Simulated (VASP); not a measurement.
Sr2SO: relaxation of cell and atoms with PBE

Sr2SO:

```
Sr S O
1.0
     4.04324    0.00000    0.00000
     0.00000    4.04324    0.00000
     0.00000    0.00000    5.71800
Sr S O
2 1 1
Direct
  0.00000 0.00000 0.00000
  0.50000 0.50000 0.50000
  0.00000 0.00000 0.50000
  0.50000 0.50000 0.00000
```

```json
{
  "Program": "VASP 6.6.1",
  "Task": "relaxation of cell and atoms",
  "Functional": "PBE",
  "Potentials or basis": "VASP PAW PBE potentials, release 64 (Sr_sv, S, O)",
  "Cutoff": "600 eV",
  "k mesh": "6 × 6 × 4",
  "Occupations": "gaussian, width 0.01 eV",
  "Spin": "no spin polarisation",
  "Dipole correction": "no",
  "Further INCAR settings": "ALGO = Normal; EDIFF = 1e-07; IBRION = 2; EDIFFG = -0.05; NSW = 80; ISIF = 3"
}
```

```json
{"Pressure after relaxing": "0.0 GPa", "Band gap on the k mesh": "2.19 eV"}
```

Stress tensor (GPa, compression positive):
```
-0.04  0.00  0.00
 0.00 -0.04  0.00
 0.00  0.00  0.07
```

Final structure:
```xyz
4
Lattice="4.0432 0.0000 0.0000 0.0000 4.0432 0.0000 0.0000 0.0000 5.7180" Properties=species:S:1:pos:R:3 pbc="T T T"
Sr    0.0000    0.0000    0.0000
Sr    2.0216    2.0216    2.8590
S     0.0000    0.0000    2.8590
O     2.0216    2.0216    0.0000
```

Levels at points of the mesh, in eV from the valence-band top:
| k point | band 12 | band 13 | band 14 | band 15 | band 16 | band 17 | band 18 | band 19 | band 20 |
| --- | --- | --- | --- | --- | --- | --- | --- | --- | --- |
| (0.00, 0.00, 0.00) | -0.71 | -0.71 | -0.04 | 0.00 | 0.00 | 2.19 | 2.90 | 4.59 | 4.59 |
| (0.50, 0.00, 0.00) | -1.76 | -1.38 | -1.19 | -0.55 | -0.43 | 4.32 | 5.34 | 5.67 | 5.81 |
| (0.50, 0.50, 0.00) | -1.54 | -0.91 | -0.27 | -0.27 | -0.14 | 2.39 | 2.39 | 5.48 | 6.34 |
| (0.00, 0.00, 0.50) | -0.92 | -0.80 | -0.80 | -0.10 | -0.10 | 2.55 | 4.07 | 4.21 | 5.17 |
| (0.50, 0.00, 0.50) | -2.65 | -1.85 | -0.98 | -0.76 | -0.61 | 5.22 | 5.54 | 5.97 | 6.21 |
| (0.50, 0.50, 0.50) | -1.62 | -1.62 | -0.70 | -0.55 | -0.55 | 4.16 | 4.16 | 5.58 | 5.58 |

Wall time 74 s on 1 thread of Intel Xeon 8259CL, on a shared host, peak memory 0.26 GiB.

Caveat: the relaxation stopped at its first step, so nothing moved. A k mesh can miss the band edges.
